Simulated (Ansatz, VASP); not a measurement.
Te in VASP and in Ansatz

INCAR

```
PREC = Accurate
ENCUT = 400
EDIFF = 1E-6
ISMEAR = 0
SIGMA = 0.005
LREAL = F
LASPH = T
NELM = 200
ALGO = Normal
ISIF = 2
LWAVE = F
LCHARG = F
ISPIN = 2
MAGMOM = 2
LORBIT = 11
GGA = PS
NBANDS = 13
GGA_COMPAT = F
NELMDL = -8
```

The input KPOINTS:

```
regular mesh
0
Gamma
  1 1 1
```

File POSCAR:

```
Te
1.0
   10.5000000000      0.0000000000      0.0000000000
    0.0000000000     11.0000000000      0.0000000000
    0.0000000000      0.0000000000     11.5000000000
Te
1
Direct
    0.5000000000      0.5045454500      0.5000000000
```

Input for Ansatz:

```yaml
crystal:
  lattice:
    - [10.5, 0.0, 0.0]
    - [0.0, 11.0, 0.0]
    - [0.0, 0.0, 11.5]
  atoms:
    - { symbol: Te, position: [0.5, 0.50454545, 0.5], spin: 2.0 }
magnetization:
  spin_polarized: true
hamiltonian:
  xc: pbesol
kpoints:
  mp_grid: { grid: [1, 1, 1] }
scf:
  occupations: { method: gaussian, width: 0.005 }
  max_iter: 140
  lower_state_search: "off"
output:
  forces: true
```

Alike in both runs: task single point; functional PBEsol; k mesh 1 × 1 × 1; occupations gaussian, width 0.005 eV; collinear spin.

|  | VASP | Ansatz |
| --- | --- | --- |
| version | VASP 6.6.1 | Ansatz 0.2.0 |
| potentials or method | VASP PAW PBE potentials, release 64 (Te) | scalar-relativistic, plane waves, PAW |
| plane-wave cutoff (eV) | 400 | 420 |
| valence electrons in the cell | 6 | 16 |

```csv
,VASP,Ansatz,Ansatz less VASP
net moment per atom (μB),2.00,2.00,0.000
size of the moment on the site where the two differ most (μB),0.95,2.00,+1.046
```

VASP's potentials were made for PBE, not for PBEsol. Site moments also hang on the region over which each program counts them. VASP's potentials hold 6 valence electrons a cell and Ansatz's 16, so a difference there can come from the potentials and not from the codes. Ansatz's warnings: stability check not made.

Spin-orbit coupling is off throughout.
